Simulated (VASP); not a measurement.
# BAs (F-43m) in VASP: a series of runs, part 2 of 2

VASP 6.6.1. The steps go on from the part before.

## Step 3: Single point, PBE (14.74 Å³/atom)

This run uses another cell than the first one, of 14.74 Å³/atom.

Input file INCAR:

```
PREC = Accurate
ENCUT = 520
EDIFF = 1E-7
ISMEAR = 0
SIGMA = 0.02
LREAL = F
LASPH = T
NELM = 100
ALGO = Normal
ISIF = 2
LWAVE = F
LCHARG = F
GGA = PE
NBANDS = 11
```

Input file KPOINTS:

```
Automatic mesh
0
Gamma
  10 10 10
```

Input file POSCAR:

```
BAs
1.0
    0.0000000000      2.4516071052      2.4516071052
    2.4516071052      0.0000000000      2.4516071052
    2.4516071052      2.4516071052      0.0000000000
B As
1 1
Direct
    0.2500000000      0.2500000000      0.2500000000
    0.5000000000      0.5000000000      0.5000000000
```

Potentials or basis: VASP PAW PBE potentials, release 64 (B, As).

The run is started by

```bash
cat potpaw_PBE.64/B/POTCAR potpaw_PBE.64/As/POTCAR > POTCAR
mpirun -np 1 vasp_std > vasp.out
```

OUTCAR:

```text
PREC = Accurate
   ENCUT = 520
   EDIFF = 1E-7
   ISMEAR = 0
   LREAL = F
   LASPH = T
   NELM = 100
   ISIF = 2
   GGA = PE

 ion  position               nearest neighbor table
   1  0.250  0.250  0.250-   2 2.12   2 2.12   2 2.12   2 2.12
   2  0.500  0.500  0.500-   1 2.12   1 2.12   1 2.12   1 2.12

  LATTYP: Found a face centered cubic cell.
 ALAT       =     4.9032142104

  Lattice vectors:

 A1 = (   0.0000000000,   2.4516071052,   2.4516071052)
 A2 = (   2.4516071052,   0.0000000000,   2.4516071052)
 A3 = (   2.4516071052,   2.4516071052,   0.0000000000)

Analysis of symmetry for initial positions (statically):
=====================================================================
 Subroutine PRICEL returns:
 Original cell was already a primitive cell.

 Routine SETGRP: Setting up the symmetry group for a
 face centered cubic supercell.

 Subroutine GETGRP returns: Found 24 space group operations
 (whereof 24 operations were pure point group operations)
 out of a pool of 48 trial point group operations.

The static configuration has the point symmetry T_d .

Analysis of symmetry for dynamics (positions and initial velocities):
=====================================================================
 Subroutine PRICEL returns:
 Original cell was already a primitive cell.

 Routine SETGRP: Setting up the symmetry group for a
 face centered cubic supercell.

 Subroutine GETGRP returns: Found 24 space group operations
 (whereof 24 operations were pure point group operations)
 out of a pool of 48 trial point group operations.

The dynamic configuration has the point symmetry T_d .

 Subroutine INISYM returns: Found 24 space group operations
 (whereof 24 operations are pure point group operations),
 and found     1 'primitive' translations

----------------------------------------------------------------------------------------

                                     Primitive cell

  volume of cell :      29.4702

  direct lattice vectors                    reciprocal lattice vectors
     0.000000000  2.451607105  2.451607105    -0.203947851  0.203947851  0.203947851
     2.451607105  0.000000000  2.451607105     0.203947851 -0.203947851  0.203947851
     2.451607105  2.451607105  0.000000000     0.203947851  0.203947851 -0.203947851

  length of vectors
     3.467096018  3.467096018  3.467096018     0.353248040  0.353248040  0.353248040

  position of ions in fractional coordinates (direct lattice)
     0.250000000  0.250000000  0.250000000
     0.500000000  0.500000000  0.500000000

  ion indices of the primitive-cell ions
   primitive index   ion index
                 1           1
                 2           2

----------------------------------------------------------------------------------------

 KPOINTS: Automatic mesh

Automatic generation of k-mesh.
 Grid dimensions read from file:
 generate k-points for:   10   10   10

 Generating k-lattice:

  Cartesian coordinates                     Fractional coordinates (reciprocal lattice)
    -0.020394785  0.020394785  0.020394785     0.100000000  0.000000000  0.000000000
     0.020394785 -0.020394785  0.020394785     0.000000000  0.100000000  0.000000000
     0.020394785  0.020394785 -0.020394785     0.000000000  0.000000000  0.100000000

  Length of vectors
     0.035324804  0.035324804  0.035324804

  Shift w.r.t. Gamma in fractional coordinates (k-lattice)
     0.000000000  0.000000000  0.000000000

 Subroutine IBZKPT returns following result:
 ===========================================

 Found     47 irreducible k-points:

 Following reciprocal coordinates:
            Coordinates               Weight
  0.000000  0.000000  0.000000      1.000000
  0.100000  0.000000  0.000000      8.000000
  0.200000  0.000000  0.000000      8.000000
  0.300000  0.000000  0.000000      8.000000
  0.400000  0.000000  0.000000      8.000000
  0.500000  0.000000  0.000000      4.000000
[... 16 lines left out ...]
  0.300000  0.300000  0.000000      6.000000
  0.400000  0.300000  0.000000     24.000000
 [... further k-points ...]
   k-points           NKPTS =     47   k-points in BZ     NKDIM =     47   number of bands    NBANDS=     11
   number of dos      NEDOS =    301   number of ions     NIONS =      2
   total plane-waves  NPLWV =  21952
   dimension x,y,z NGX =    28 NGY =   28 NGZ =   28
   dimension x,y,z NGXF=    56 NGYF=   56 NGZF=   56
   ions per type =               1   1
   NGX,Y,Z   is equivalent  to a cutoff of  13.43, 13.43, 13.43 a.u.
   NGXF,Y,Z  is equivalent  to a cutoff of  26.85, 26.85, 26.85 a.u.
 SYSTEM =  unknown system
   PREC   = accura    normal or accurate (medium, high low for compatibility)
   ISTART =      0    job   : 0-new  1-cont  2-samecut
   ICHARG =      2    charge: 1-file 2-atom 10-const
   ISPIN  =      1    spin polarized calculation?
   LNONCOLLINEAR =      F non collinear calculations
   LSORBIT =      F    spin-orbit coupling
   LASPH  =      T    aspherical Exc in radial PAW
   ENCUT  =  520.0 eV  38.22 Ry    6.18 a.u.   6.45  6.45  6.45*2*pi/ulx,y,z
   NELM   =    100;   NELMIN=  2; NELMDL= -5     # of ELM steps
   EDIFF  = 0.1E-06   stopping-criterion for ELM
   LREAL  =      F    real-space projection
   EDIFFG = 0.1E-05   stopping-criterion for IOM
   NSW    =      0    number of steps for IOM
   IBRION =     -1    ionic relax: 0-MD 1-quasi-New 2-CG
   NFREE  =      0    steps in history (QN), initial steepest desc. (CG)
   ISIF   =      2    stress and relaxation
   ISYM   =      2    0-nonsym 1-usesym 2-fastsym
   POTIM  = 0.5000    time-step for ionic-motion
   TEBEG  =    0.0;   TEEND  =   0.0 temperature during run
   PSTRESS=    0.0 pullay stress
   NELECT =       8.0000    total number of electrons
   NUPDOWN=      -1.0000    fix difference up-down
   EMIN   =  10.00;   EMAX   =-10.00  energy-range for DOS
   EFERMI =   0.00;   METHOD = LEGACY
   ISMEAR =     0;   SIGMA  =   0.02  broadening in eV -4-tet -1-fermi 0-gaus
   EFERMI_NEDOS =   21; number of points for ismear=-14 and -15
   IALGO  =     38    algorithm
   IMIX   =      4    mixing-type and parameters
     AMIX     =   0.40;   BMIX     =  1.00
     AMIX_MAG =   1.60;   BMIX_MAG =  1.00
  volume/ion in A,a.u.               =      14.74        99.44
  Fermi-wavevector in a.u.,A,eV,Ry     =   1.060012  2.003131 15.287841  1.123625
  Thomas-Fermi vector in A             =   2.195377
   LORBIT       =      0    0 simple, 1 ext, 2 COOP (PROOUT), +10 PAW based schemes
   GGA     = PE    functional components
   LHFCALC =     F    Hartree Fock is set to
   AEXX    =    0.0000 exact exchange contribution
   IVDW    =     0    specifies the selected vdW correction
   LEPSILON=     F    determine dielectric tensor
   LRPA    =     F    only Hartree local field effects (RPA)
 non-spin polarized calculation
 Gauss-broadening in eV      SIGMA  =   0.02
  energy-cutoff  :      520.00
  volume of cell :       29.47
 maximum number of plane-waves:       821
 NGX is ok and might be reduce to    28
   NGX = 13   NGY = 13   NGZ = 13

 number of electron       8.0000000 magnetization

 Free energy of the ion-electron system (eV)
  ---------------------------------------------------
  ext. energy  EPLUGINS =         0.00000000
  ---------------------------------------------------
  free energy    TOTEN  =       -11.38224666 eV

  energy without entropy =      -11.38224666  energy(sigma->0) =      -11.38224666

 E-fermi :   5.4644     XC(G=0): -10.2483

 val. band max:        5.2907257760   @ k =   0.0000   0.0000   0.0000
 cond. band min:       6.5435474413   @ k =   0.4000   0.4000   0.0000
 fundamental gap:      1.2528216653
 Fermi energy:         5.4643638266

 k-point     1 :       0.0000    0.0000    0.0000
  band No.  band energies     occupation
      1      -9.4210      2.00000
      2       5.2907      2.00000
      3       5.2907      2.00000
      4       5.2907      2.00000
      5       8.4731      0.00000
      6       8.4731      0.00000
      7       8.4731      0.00000
      8       9.0071      0.00000
      9      14.5107      0.00000
     10      17.9323      0.00000
     11      17.9323      0.00000
[... 309 lines left out ...]
 k-point    24 :       0.4000    0.3000    0.0000
  band No.  band energies     occupation
      1      -6.9882      2.00000
      2      -0.9629      2.00000
      3       1.6308      2.00000
      4       2.0806      2.00000
      5       7.0248      0.00000
      6       8.6457      0.00000
      7      13.5871      0.00000
      8      13.8541      0.00000
      9      16.6794      0.00000
     10      20.1453      0.00000
     11      20.6645      0.00000

 [... further k-points ...]
[... 5 lines left out ...]
  --------------------------------------------------------------------------------------
  -------------------------------------------------------------------------------------
  Total       -1.1612954     -1.1612954     -1.1612954     -0.0000000      0.0000000     -0.0000000
  in kB      -63.1350735    -63.1350735    -63.1350735     -0.0000000      0.0000000     -0.0000000
  external PRESSURE =     -63.1350735 kB  Pullay stress =       0.0000000 kB

 VOLUME and BASIS-vectors are now :
 -----------------------------------------------------------------------------
  energy-cutoff  :      520.00
  volume of cell :       29.47
      direct lattice vectors                 reciprocal lattice vectors
     0.000000000  2.451607105  2.451607105    -0.203947851  0.203947851  0.203947851
     2.451607105  0.000000000  2.451607105     0.203947851 -0.203947851  0.203947851
     2.451607105  2.451607105  0.000000000     0.203947851  0.203947851 -0.203947851

 POSITION                                       TOTAL-FORCE (eV/Angst)
 -----------------------------------------------------------------------------------
      1.22580      1.22580      1.22580        -0.000000      0.000000      0.000000
      2.45161      2.45161      2.45161         0.000000     -0.000000     -0.000000
 -----------------------------------------------------------------------------------
    total drift:                               -0.000000     -0.000000      0.000000

  FREE ENERGIE OF THE ION-ELECTRON SYSTEM (eV)
  ---------------------------------------------------
  free  energy   TOTEN  =       -11.3822466550 eV

  energy  without entropy=      -11.3822466550  energy(sigma->0) =      -11.38224666
```

stdout:

```text
POSCAR found type information on POSCAR B As
 POSCAR found :  2 types and       2 ions
 scaLAPACK will be used
 LDA part: xc-table for (Slater+PW92), standard interpolation
 POSCAR, INCAR and KPOINTS ok, starting setup
 FFT: planning ... GRIDC
 FFT: planning ... GRID_SOFT
 FFT: planning ... GRID
 WAVECAR not read
 entering main loop
```

Wall time 16 s (1 thread of Intel Xeon Platinum 8259CL at 2.50GHz (Skylake/Cascade Lake), shared host); peak memory 0.16 GiB.

Results:

```yaml
Free_energy: -11.3822 eV
Pressure: -6.3 GPa
Band_gap_on_the_k_mesh: 1.25 eV (least direct gap 3.18 eV)
```

Caveat: the cell stands under tension.
